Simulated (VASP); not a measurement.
Runs of VASP 6.6.1 on Zr. The structure is that of space group P6_3/mmc (No. 194), or close to it. The cells are those of the table. 

| spin | cell | k mesh | smearing | gap on the mesh (eV) | pressure (GPa) |
| --- | --- | --- | --- | --- | --- |
| off | a = 3.245, b = 3.245, c = 5.157 Å, angles 90.0, 90.0, 120.0°, 2 atoms | 16 × 16 × 9 | fermi-dirac 0.1 eV | none | 0.0 |
| off | a = 3.245, b = 3.245, c = 5.157 Å, angles 90.0, 90.0, 120.0°, 2 atoms | 11 × 11 × 6 | methfessel-paxton 1 eV | none | -0.4 |
| off | a = 3.245, b = 3.245, c = 5.157 Å, angles 90.0, 90.0, 120.0°, 2 atoms | 11 × 11 × 6 | methfessel-paxton 0.3 eV | none | (a) |
| off | a = 3.245, b = 3.245, c = 5.157 Å, angles 90.0, 90.0, 120.0°, 2 atoms | 11 × 11 × 6 | methfessel-paxton 0.6 eV | none | (b) |
| collinear, ferromagnetic start | a = 3.245, b = 3.245, c = 5.149 Å, angles 90.0, 90.0, 120.0°, 2 atoms | 6 × 6 × 3 | fermi-dirac 0.1 eV | none | 0.7 |

Alike in all rows: task single point; level r2SCAN; potentials or basis VASP PAW PBE potentials, release 64 (Zr_sv); cutoff (eV) 520.

Problem. Fill in the values left out.

Solution. (a) -0.1; (b) -0.2.

Caveats: some runs use coarse meshes; the PAW data sets were made with another functional, which shifts forces and pressure a little.

A k mesh can miss the band edges, and the runs leave out spin-orbit coupling on Zr.

A gap of «none» marks levels without a gap at the run's occupations.
